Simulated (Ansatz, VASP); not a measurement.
# One calculation of Sb, two programs

```
Sb
1.0
     2.15060    1.24165    3.74400
    -2.15060    1.24165    3.74400
     0.00000   -2.48330    3.74400
Sb
2
Cartesian
  0.0000 0.0000 2.6242
  0.0000 0.0000 8.6078
```

Alike in both runs: task electric field gradients; functional revPBE; k mesh 9 × 9 × 9; occupations fermi-dirac, width 0.025 eV; no spin polarisation.

```csv
,VASP,Ansatz
version,VASP 6.6.1,Ansatz 0.2.0
potentials or method,"VASP PAW PBE potentials, release 64 (Sb)","PAW with Ansatz's default frozen-core files, scalar-relativistic"
plane-wave cutoff (eV),520,420
valence electrons in the cell,10,30
```

Ansatz gave:

- pressure (GPa): 4.1
- traceless stress, the component that is largest in VASP (GPa): -0.33
- rms of the force components (eV/Å): 0.126

Problem. Which values does VASP return?

Solution. Pressure (GPa): 4.2; traceless stress, the component that is largest in VASP (GPa): -0.36; rms of the force components (eV/Å): 0.150.

VASP's potentials were made for PBE, not for revPBE. Atom by atom the forces differ by 0.024 eV/Å (rms over components). VASP's potentials hold 10 valence electrons a cell and Ansatz's 30, so a difference there can come from the potentials and not from the codes.

Neither program's run includes spin-orbit coupling.
